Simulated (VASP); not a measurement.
# Al2BN3 (P-4m2) in VASP: notebook, part 2 of 2

VASP 6.6.1. Earlier steps stand in the parts before.

**3. Relaxation of cell and atoms, PBE**

This run uses another cell than the first one, of 10.02 Å³/atom, 0.878 times its volume.

File INCAR:

```
PREC = Accurate ; ENCUT = 600
EDIFF = 1E-6 ; ISMEAR = 0
SIGMA = 0.1 ; LREAL = F
LASPH = T ; NELM = 60
ALGO = Normal ; ISIF = 3
LWAVE = F ; LCHARG = F
GGA = PE ; IBRION = 2
NSW = 90 ; EDIFFG = -0.04
```

File KPOINTS:

```
Automatic mesh
0
Gamma
  6 6 4
```

File POSCAR:

```
Al2BN3
1.0
    3.3068103300      0.0000000000      0.0000000000
    0.0000000000      3.3068103300      0.0000000000
    0.0000000000      0.0000000000      5.5006673300
Al B N
2 1 3
Direct
    0.5000000000      0.0000000000      0.2671410100
    0.0000000000      0.5000000000      0.7328589900
    0.5000000000      0.5000000000      0.0000000000
    0.0000000000      0.0000000000      0.0000000000
    0.5000000000      0.0000000000      0.6756250300
    0.0000000000      0.5000000000      0.3243749700
```

Potentials or basis: VASP PAW PBE potentials, release 64 (Al, B, N).

On the command line:

```
> cat potpaw_PBE.64/Al/POTCAR potpaw_PBE.64/B/POTCAR potpaw_PBE.64/N/POTCAR > POTCAR
> mpirun -np 1 vasp_std > vasp.out
```

It took 4.4 min on 1 thread of Intel Xeon 6975P-C (Granite Rapids), shared host; peak memory 0.21 GiB.

It converged, with:

```
Free energy                            : -39.2088 eV
Relaxed volume                         : 9.10 Å³/atom
Relaxed cell                           : a = 2.643 Å, b = 2.643 Å, c = 7.812 Å, α = 90.00°, β = 90.00°, γ = 90.00°
Space group after relaxing (to 0.05 Å) : P-4m2 (No. 115)
Energy gained by relaxing              : 1203.6 meV/atom
Ionic steps                            : 26
Pressure after relaxing                : 0.4 GPa
Largest force after relaxing           : 0.020 eV/Å
Band gap on the k mesh                 : zero (band 12 reaches 6.99 eV, above the bottom of band 13 at 6.42 eV)
```

Forces on the atoms (eV/Å):
```
Al   0.000  0.000  0.002
Al   0.000  0.000 -0.002
B    0.000  0.000  0.000
N    0.000  0.000  0.000
N    0.000  0.000 -0.020
N    0.000  0.000  0.020
```

Stress tensor (GPa, compression positive):
```
0.49 0.00 0.00
0.00 0.49 0.00
0.00 0.00 0.12
```

The path:
```csv
step,energy change (eV),largest force (eV/Å),pressure (GPa),volume (Å³)
1,0.0000,2.3846,-16.09,60.15
2,-2.3176,2.3644,-5.08,51.69
3,15.2055,33.5278,369.55,30.57
4,-2.7146,2.0621,0.27,49.89
5,-3.1182,3.0947,30.02,44.17
6,-3.1703,1.8855,18.32,45.92
7,-4.2398,2.6782,23.42,44.64
8,-4.5377,4.0205,68.93,41.22
9,-4.8693,3.5640,45.32,42.59
10,-6.3837,1.4386,21.16,46.56
11,-6.8688,1.0915,10.79,49.72
12,-6.8919,0.5698,-1.52,55.98
13,-7.0063,0.9414,3.82,52.85
14,-7.0658,0.8166,-1.15,53.75
15,-7.0808,0.7013,-4.86,54.49
16,-7.1291,0.5034,-3.50,54.19
17,-7.1779,0.5652,0.44,53.46
18,-7.1785,0.5625,-0.05,53.54
19,-7.1984,0.3340,1.39,53.46
20,-7.2072,0.0489,3.23,53.36
21,-7.2171,0.1488,-0.12,54.33
22,-7.2171,0.1431,0.02,54.28
23,-7.2195,0.0983,-0.11,54.43
24,-7.2210,0.0445,-0.24,54.61
25,-7.2212,0.0463,-0.30,54.69
26,-7.2213,0.0202,0.36,54.58
```

Final structure:
```cif
data_structure
_symmetry_space_group_name_H-M 'P 1'
_symmetry_Int_Tables_number 1
_cell_length_a 2.6433
_cell_length_b 2.6433
_cell_length_c 7.8117
_cell_angle_alpha 90.000
_cell_angle_beta 90.000
_cell_angle_gamma 90.000
_cell_volume 54.58
loop_
_atom_site_label
_atom_site_type_symbol
_atom_site_fract_x
_atom_site_fract_y
_atom_site_fract_z
_atom_site_occupancy
Al1 Al 0.50000 0.00000 0.36418 1
Al2 Al 0.00000 0.50000 0.63582 1
B1 B 0.50000 0.50000 0.00000 1
N1 N 0.00000 0.00000 0.00000 1
N2 N 0.50000 0.00000 0.63855 1
N3 N 0.00000 0.50000 0.36145 1
```

Levels at points of the mesh, in eV from the Fermi level:
| k point | band 9 | band 10 | band 11 | band 12 | band 13 | band 14 | band 15 | band 16 |
| --- | --- | --- | --- | --- | --- | --- | --- | --- |
| (0.00, 0.00, 0.00) | -1.16 | -0.33 | -0.14 | -0.14 | 1.70 | 5.70 | 5.71 | 7.74 |
| (0.50, 0.00, 0.00) | -1.18 | -0.30 | -0.28 | 0.30 | 0.77 | 5.55 | 5.93 | 6.44 |
| (0.50, 0.50, 0.00) | -4.63 | -1.85 | -1.06 | -1.06 | 0.01 | 3.12 | 5.27 | 5.27 |
| (0.00, 0.00, 0.50) | -1.18 | -1.18 | -0.13 | -0.13 | 2.17 | 5.22 | 7.36 | 7.37 |
| (0.50, 0.00, 0.50) | -0.46 | -0.30 | -0.28 | 0.30 | 1.50 | 5.53 | 5.55 | 5.59 |
| (0.50, 0.50, 0.50) | -4.56 | -1.73 | -1.04 | -1.04 | -0.12 | 2.81 | 5.06 | 5.06 |

**4. Single point, PBE, collinear spin, ferromagnetic start**

This run uses another cell than the first one, of 10.02 Å³/atom, 0.878 times its volume.

File INCAR:

```
  PREC = Accurate
  ENCUT = 520
  EDIFF = 1E-7
  ISMEAR = 0
  SIGMA = 0.1
  LREAL = F
  LASPH = T
  NELM = 150
  ALGO = Normal
  ISIF = 2
  LWAVE = F
  LCHARG = T
  ISPIN = 2
  MAGMOM = 0 0 0 1 1 1
  LORBIT = 11
  GGA = PE
  LELF = T
  LVHAR = T
  NBANDS = 25
```

File KPOINTS:

```
regular mesh
0
Gamma
  6 6 4
```

POSCAR is that of step 3.

Potentials or basis: VASP PAW PBE potentials, release 64 (Al, B, N).

On the command line:

```
> cat potpaw_PBE.64/Al/POTCAR potpaw_PBE.64/B/POTCAR potpaw_PBE.64/N/POTCAR > POTCAR
> mpirun -np 1 vasp_std > vasp.out
```

OUTCAR:

```text
PREC = Accurate
   ENCUT = 520
   EDIFF = 1E-7
   ISMEAR = 0
   LREAL = F
   LASPH = T
   NELM = 150
   ISIF = 2
   ISPIN = 2
   LORBIT = 11
   GGA = PE

 ion  position               nearest neighbor table
   1  0.500  0.000  0.267-   3 2.21   4 2.21   3 2.21   4 2.21   5 2.25   6 2.36   6 2.36   6 2.36
                             6 2.36
   2  0.000  0.500  0.733-   3 2.21   4 2.21   4 2.21   3 2.21   6 2.25   5 2.36   5 2.36   5 2.36
                             5 2.36
   3  0.500  0.500  0.000-   1 2.21   2 2.21   1 2.21   2 2.21
   4  0.000  0.000  0.000-   1 2.21   2 2.21   2 2.21   1 2.21
   5  0.500  0.000  0.676-   1 2.25   2 2.36   2 2.36   2 2.36   2 2.36
   6  0.000  0.500  0.324-   2 2.25   1 2.36   1 2.36   1 2.36   1 2.36

  LATTYP: Found a simple tetragonal cell.
 ALAT       =     3.3068103300
 C/A-ratio  =     1.6634359945

  Lattice vectors:

 A1 = (   3.3068103300,   0.0000000000,   0.0000000000)
 A2 = (   0.0000000000,   3.3068103300,   0.0000000000)
 A3 = (   0.0000000000,   0.0000000000,   5.5006673300)

Analysis of symmetry for initial positions (statically):
=====================================================================
 Subroutine PRICEL returns:
 Original cell was already a primitive cell.

 Routine SETGRP: Setting up the symmetry group for a
 simple tetragonal supercell.

 Subroutine GETGRP returns: Found  8 space group operations
 (whereof  8 operations were pure point group operations)
 out of a pool of 16 trial point group operations.

The static configuration has the point symmetry D_2d.

Analysis of symmetry for dynamics (positions and initial velocities):
=====================================================================
 Subroutine PRICEL returns:
 Original cell was already a primitive cell.

 Routine SETGRP: Setting up the symmetry group for a
 simple tetragonal supercell.

 Subroutine GETGRP returns: Found  8 space group operations
[... 183 lines left out ...]
 k-point     1 :       0.0000    0.0000    0.0000
  band No.  band energies     occupation
      1     -10.0738      1.00000
      2      -6.8576      1.00000
      3      -6.5296      1.00000
      4       1.1316      1.00000
      5       1.3444      1.00000
      6       2.0403      1.00000
[... 637 lines left out ...]
     23      18.1350      0.00000
     24      19.0211      0.00000

 [... further k-points ...]

 spin component 2

 k-point     1 :       0.0000    0.0000    0.0000
  band No.  band energies     occupation
      1      -9.9702      1.00000
      2      -6.7000      1.00000
      3      -6.3895      1.00000
      4       1.2073      1.00000
      5       1.4640      1.00000
      6       2.1094      1.00000
[... 637 lines left out ...]
     23      18.1767      0.00000
     24      19.0909      0.00000

 [... further k-points ...]

 [bands above 24 left out]

------------------------ aborting loop because EDIFF is reached ----------------------------------------

  FORCE on cell =-STRESS in cart. coord.  units (eV):
  Direction    XX          YY          ZZ          XY          YZ          ZX
  --------------------------------------------------------------------------------------
  -------------------------------------------------------------------------------------
  Total       -9.1866060     -9.1866060      0.3981251      0.0000000      0.0000000      0.0000000
  in kB     -244.6987321   -244.6987321     10.6046455      0.0000000      0.0000000      0.0000000
  external PRESSURE =    -159.5976063 kB  Pullay stress =       0.0000000 kB

 VOLUME and BASIS-vectors are now :
 -----------------------------------------------------------------------------
  energy-cutoff  :      520.00
  volume of cell :       60.15
      direct lattice vectors                 reciprocal lattice vectors
     3.306810330  0.000000000  0.000000000     0.302406216  0.000000000  0.000000000
     0.000000000  3.306810330  0.000000000     0.000000000  0.302406216  0.000000000
     0.000000000  0.000000000  5.500667330     0.000000000  0.000000000  0.181796124

 POSITION                                       TOTAL-FORCE (eV/Angst)
 -----------------------------------------------------------------------------------
      1.65341      0.00000      1.46945        -0.000000     -0.000000      2.370224
      0.00000      1.65341      4.03121         0.000000     -0.000000     -2.370224
      1.65341      1.65341      0.00000        -0.000000     -0.000000      0.000000
      0.00000      0.00000      0.00000        -0.000000      0.000000      0.000000
      1.65341      0.00000      3.71639        -0.000000     -0.000000     -2.385356
      0.00000      1.65341      1.78428         0.000000     -0.000000      2.385356
 -----------------------------------------------------------------------------------
    total drift:                               -0.000000      0.000000     -0.000000

  FREE ENERGIE OF THE ION-ELECTRON SYSTEM (eV)
  ---------------------------------------------------
  free  energy   TOTEN  =       -31.9833344451 eV

  energy  without entropy=      -31.9636123161  energy(sigma->0) =      -31.97347338

 total charge

# of ion       s       p       d       tot
------------------------------------------
    1        0.328   0.309   0.000   0.637
    2        0.328   0.309   0.000   0.637
    3        0.833   0.741   0.000   1.573
    4        1.352   2.154   0.000   3.505
    5        1.310   2.199   0.000   3.509
    6        1.310   2.199   0.000   3.509
--------------------------------------------------
tot          5.460   7.911   0.000  13.371

 magnetization (x)

# of ion       s       p       d       tot
------------------------------------------
    1       -0.002  -0.001   0.000  -0.002
    2       -0.002  -0.001   0.000  -0.002
    3        0.013  -0.003   0.000   0.010
    4        0.001   0.064   0.000   0.065
    5        0.003   0.090   0.000   0.093
    6        0.003   0.090   0.000   0.093
--------------------------------------------------
tot          0.016   0.240   0.000   0.255
```

stdout:

```text
POSCAR found type information on POSCAR AlB N
 POSCAR found :  3 types and       6 ions
 scaLAPACK will be used
 LDA part: xc-table for (Slater+PW92), standard interpolation
 POSCAR, INCAR and KPOINTS ok, starting setup
 FFT: planning ... GRIDC
 FFT: planning ... GRID_SOFT
 FFT: planning ... GRID
 WAVECAR not read
 entering main loop
```

Run time: 52 s. Hardware: 1 thread of Intel Xeon 6975P-C (Granite Rapids), shared host; peak memory 0.23 GiB.

Results:

* Free energy: -31.9833 eV
* Pressure: -16.0 GPa
* Largest force: 2.385 eV/Å
* Net moment: 0.35 μB per cell
* Site moments: Al -0.00; B +0.01; N +0.07, +0.09 μB
* Valence electrons inside the program's atomic spheres: Al 0.64; B 1.57; N 3.50, 3.51

Forces on the atoms (eV/Å):
```
Al   0.000  0.000  2.370
Al   0.000  0.000 -2.370
B    0.000  0.000  0.000
N    0.000  0.000  0.000
N    0.000  0.000 -2.385
N    0.000  0.000  2.385
```

Stress tensor (GPa, compression positive):
```
-24.47   0.00   0.00
  0.00 -24.47   0.00
  0.00   0.00   1.06
```

Caveat: forces of over 1 eV/Å act on the atoms, so gaps and moduli don't describe the material at rest.

**5. Relaxation of cell and atoms, PBE**

File INCAR:

```
ALGO = Normal
EDIFF = 1E-6
EDIFFG = -0.01
ENCUT = 600
GGA = PE
IBRION = 2
ISIF = 3
ISMEAR = 0
LASPH = T
LCHARG = F
LREAL = F
LWAVE = F
NELM = 100
NSW = 100
PREC = Accurate
SIGMA = 0.1
```

File KPOINTS:

```
k-points
0
Gamma
  14 14 4
```

File POSCAR:

```
Al2BN3
1.0
    2.6312322719      0.0000000000      0.0000000000
    0.0000000000      2.6312322719      0.0000000000
    0.0000000000      0.0000000000      9.8979754312
Al B N
2 1 3
Direct
    0.5000000000      0.0000000000      0.3917700135
    0.0000000000      0.5000000000      0.6082299865
    0.5000000000      0.5000000000      0.0000000000
    0.0000000000      0.0000000000      0.0000000000
    0.5000000000      0.0000000000      0.6145895634
    0.0000000000      0.5000000000      0.3854104366
```

Potentials or basis: VASP PAW PBE potentials, release 64 (Al, B, N).

On the command line:

```
> cat potpaw_PBE.64/Al/POTCAR potpaw_PBE.64/B/POTCAR potpaw_PBE.64/N/POTCAR > POTCAR
> mpirun -np 1 vasp_std > vasp.out
```

OUTCAR:

```text
EDIFF = 1E-6
   EDIFFG = -0.01
   ENCUT = 600
   GGA = PE
   IBRION = 2
   ISIF = 3
   ISMEAR = 0
   LASPH = T
   LREAL = F
   NELM = 100
   NSW = 100
   PREC = Accurate

 ion  position               nearest neighbor table
   1  0.500  0.000  0.392-   6 1.86   6 1.86   6 1.86   6 1.86   5 2.21   2 2.84   2 2.84   2 2.84
                             2 2.84
   2  0.000  0.500  0.608-   5 1.86   5 1.86   5 1.86   5 1.86   6 2.21   1 2.84   1 2.84   1 2.84
                             1 2.84
   3  0.500  0.500  0.000-   4 1.86   4 1.86   4 1.86   4 1.86
   4  0.000  0.000  0.000-   3 1.86   3 1.86   3 1.86   3 1.86
   5  0.500  0.000  0.615-   2 1.86   2 1.86   2 1.86   2 1.86   1 2.21
   6  0.000  0.500  0.385-   1 1.86   1 1.86   1 1.86   1 1.86   2 2.21

  LATTYP: Found a simple tetragonal cell.
 ALAT       =     2.6312322719
 C/A-ratio  =     3.7617262212

  Lattice vectors:
[... 313 lines left out ...]
  ext. energy  EPLUGINS =         0.00000000
  ---------------------------------------------------
  free energy    TOTEN  =       -39.69928785 eV

  energy without entropy =      -39.69072413  energy(sigma->0) =      -39.69500599

 E-fermi :   4.2425     XC(G=0):  -9.8336

 val. band max:        4.2129905740   @ k =   0.2857   0.0000   0.5000
 cond. band min:       4.2805726754   @ k =   0.4286   0.4286   0.5000
 fundamental gap:      0.0675821014
 Fermi energy:         4.2424633991

 k-point     1 :       0.0000    0.0000    0.0000
  band No.  band energies     occupation
      1     -12.6058      2.00000
      2     -11.8271      2.00000
      3     -10.7617      2.00000
      4      -1.4101      2.00000
      5      -0.1017      2.00000
      6       2.2693      2.00000
[... 433 lines left out ...]
      3      -9.0874      2.00000
      4      -2.6074      2.00000
      5      -1.8307      2.00000
      6      -1.1122      2.00000
[... 8 lines left out ...]
     15      10.2748      0.00000
     16      10.4155      0.00000

 [... further k-points ...]
[... 5 lines left out ...]
  --------------------------------------------------------------------------------------
  -------------------------------------------------------------------------------------
  Total        0.0013257      0.0013257      0.0152626      0.0000000     -0.0000000      0.0000000
  in kB        0.0310094      0.0310094      0.3570114      0.0000000     -0.0000000      0.0000000
  external PRESSURE =       0.1396767 kB  Pullay stress =       0.0000000 kB
[... 21 lines left out ...]
  FREE ENERGIE OF THE ION-ELECTRON SYSTEM (eV)
  ---------------------------------------------------
  free  energy   TOTEN  =       -39.6992878485 eV

  energy  without entropy=      -39.6907241275  energy(sigma->0) =      -39.69500599

 reached required accuracy - stopping structural energy minimisation
```

CONTCAR:

```text
Al2BN3
   1.00000000000000
     2.6302781890210976    0.0000000000000000    0.0000000000000000
     0.0000000000000000    2.6302781890210976    0.0000000000000000
     0.0000000000000000    0.0000000000000000    9.9004404801187427
  Al              B               N
     2     1     3
Direct
     0.5000000000000000    1.0000000000000000    0.3917988419722954
     0.0000000000000000    0.5000000000000000    0.6082011580277046
     0.5000000000000000    0.5000000000000000    1.0000000000000000
     0.0000000000000000    0.0000000000000000    1.0000000000000000
     0.5000000000000000    1.0000000000000000    0.6146866051714072
     0.0000000000000000    0.5000000000000000    0.3853133948285929

  0.00000000E+00  0.00000000E+00  0.00000000E+00
  0.00000000E+00  0.00000000E+00  0.00000000E+00
  0.00000000E+00  0.00000000E+00  0.00000000E+00
  0.00000000E+00  0.00000000E+00  0.00000000E+00
  0.00000000E+00  0.00000000E+00  0.00000000E+00
  0.00000000E+00  0.00000000E+00  0.00000000E+00
```

Wall time 2 min (1 thread of Intel Xeon 6975P-C (Granite Rapids), shared host); peak memory 0.3 GiB.

What came out:

* Free energy: -39.6993 eV
* Relaxed volume: 11.42 Å³/atom
* Relaxed cell: a = 2.630 Å, b = 2.630 Å, c = 9.900 Å, α = 90.00°, β = 90.00°, γ = 90.00°
* Space group after relaxing (to 0.05 Å): P-4m2 (No. 115)
* Energy gained by relaxing: 0.0 meV/atom
* Ionic steps: 4
* Pressure after relaxing: 0.0 GPa
* Band gap on the k mesh: zero (band 12 reaches 4.72 eV, above the bottom of band 13 at 4.14 eV)

Forces on the atoms (eV/Å):
```
Al   0.000  0.000 -0.002
Al   0.000  0.000  0.002
B    0.000  0.000  0.000
N    0.000  0.000  0.000
N    0.000  0.000  0.002
N    0.000  0.000 -0.002
```

Final structure:
```
Al B N
1.0
     2.63028    0.00000    0.00000
     0.00000    2.63028    0.00000
     0.00000    0.00000    9.90044
Al B N
2 1 3
Direct
  0.50000 0.00000 0.39180
  0.00000 0.50000 0.60820
  0.50000 0.50000 0.00000
  0.00000 0.00000 0.00000
  0.50000 0.00000 0.61469
  0.00000 0.50000 0.38531
```

Levels at points of the mesh, in eV from the Fermi level:
| k point | band 9 | band 10 | band 11 | band 12 | band 13 | band 14 | band 15 | band 16 |
| --- | --- | --- | --- | --- | --- | --- | --- | --- |
| (0.00, 0.00, 0.00) | -0.98 | -0.98 | -0.10 | -0.10 | 1.82 | 4.32 | 5.52 | 7.19 |
| (0.50, 0.00, 0.00) | -1.04 | -0.17 | -0.16 | 0.48 | 1.42 | 5.47 | 5.63 | 5.76 |
| (0.50, 0.50, 0.00) | -4.66 | -1.49 | -0.86 | -0.86 | 0.21 | 3.67 | 5.53 | 5.53 |
| (0.00, 0.00, 0.50) | -0.98 | -0.98 | -0.10 | -0.10 | 2.07 | 4.32 | 5.76 | 6.44 |
| (0.50, 0.00, 0.50) | -0.97 | -0.17 | -0.16 | 0.48 | 1.50 | 5.31 | 5.34 | 5.76 |
| (0.50, 0.50, 0.50) | -4.66 | -1.49 | -0.86 | -0.86 | 0.20 | 3.65 | 5.52 | 5.52 |

**6. The runs side by side**

| task | spin | cell | k mesh | cutoff (eV) | gap on the mesh (eV) | pressure (GPa) | moment (μB) | relaxed volume (Å³/atom) | largest force (eV/Å) |
| --- | --- | --- | --- | --- | --- | --- | --- | --- | --- |
| single point | collinear, ferromagnetic start | a = 2.631, b = 2.631, c = 9.898 Å, 6 atoms | 6 × 6 × 2 | 520 | none | 0.0 | 0.03 | - | 0.01 |
| relaxation of cell and atoms | off | relaxed from a = 3.307, b = 3.307, c = 5.501 Å, 6 atoms | 6 × 6 × 4 | 600 | none | 0.4 | - | 9.10 | 0.02 |
| single point | collinear, ferromagnetic start | a = 3.307, b = 3.307, c = 5.501 Å, 6 atoms | 6 × 6 × 4 | 520 | none | -16.0 | 0.35 | - | 2.39 |
| relaxation of cell and atoms | off | relaxed from a = 2.631, b = 2.631, c = 9.898 Å, 6 atoms | 14 × 14 × 4 | 600 | none | 0.0 | - | 11.42 | - |

Alike in all rows: level PBE; potentials or basis VASP PAW PBE potentials, release 64 (Al, B, N); smearing gaussian 0.1 eV.

Caveats: some runs use coarse meshes; forces of over 1 eV/Å act on the atoms, so gaps and moduli don't describe the material at rest (some runs).

Absolute energies hang on the potentials; compare differences alone.
